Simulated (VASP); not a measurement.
CdS: single point with PBE

CdS:

```xyz
8
Lattice="-2.0986 -3.6348 0.0000 2.0986 -3.6348 0.0000 0.1749 -1.5145 13.6555" Properties=species:S:1:pos:R:3 pbc="T T T"
Cd    0.0000   -4.8465   12.3695
Cd    0.0000   -4.8465    5.5418
Cd    0.0000   -2.4232    2.1279
Cd    0.0000   -2.4232    8.9556
S     0.0000   -4.8465    1.2860
S     0.0000   -4.8465    8.1137
S     0.0000   -2.4232    4.6998
S     0.0000   -2.4232   11.5276
```

| Property | Result |
| --- | --- |
| Program | VASP 6.6.1 |
| Task | single point |
| Functional | PBE |
| Potentials or basis | VASP PAW PBE potentials, release 64 (Cd, S) |
| Cutoff | 520 eV |
| k mesh | 7 × 7 × 2 |
| Occupations | gaussian, width 0.05 eV |
| Spin | no spin polarisation |
| Dipole correction | no |
| Further INCAR settings | ALGO = Normal; EDIFF = 1e-06; NBANDS = 46 |

```yaml
Pressure: -0.3 GPa
Largest_force: 0.634 eV/Å
Band_gap_on_the_k_mesh: 0.78 eV, direct
```

Forces on the atoms (eV/Å):
```
Cd   0.007 -0.295  0.277
Cd   0.001  0.003 -0.137
Cd   0.038  0.054  0.071
Cd   0.005 -0.009 -0.126
S   -0.092  0.314 -0.544
S    0.002  0.002  0.119
S   -0.005  0.011  0.135
S    0.044 -0.079  0.204
```

Stress tensor (GPa, compression positive):
```
 0.27  0.09 -0.16
 0.09 -1.05  0.89
-0.16  0.89 -0.17
```

Levels at points of the mesh, in eV from the valence-band top:
```tsv
k point	band 32	band 33	band 34	band 35	band 36	band 37	band 38	band 39	band 40	band 41
(0.00, 0.00, 0.00)	-0.34	-0.32	-0.10	-0.05	0.00	0.78	2.39	2.65	2.71	5.56
(0.00, 0.00, 0.50)	-0.55	-0.36	-0.29	-0.05	-0.02	1.48	1.90	2.61	2.80	5.84
```

Run time: 15 min on 1 thread of AMD EPYC 7R43 64-Core Processor (Zen 3), with other jobs on the host, peak memory 0.5 GiB.

PBE gaps usually lie below the measured ones, often by a third to a half.
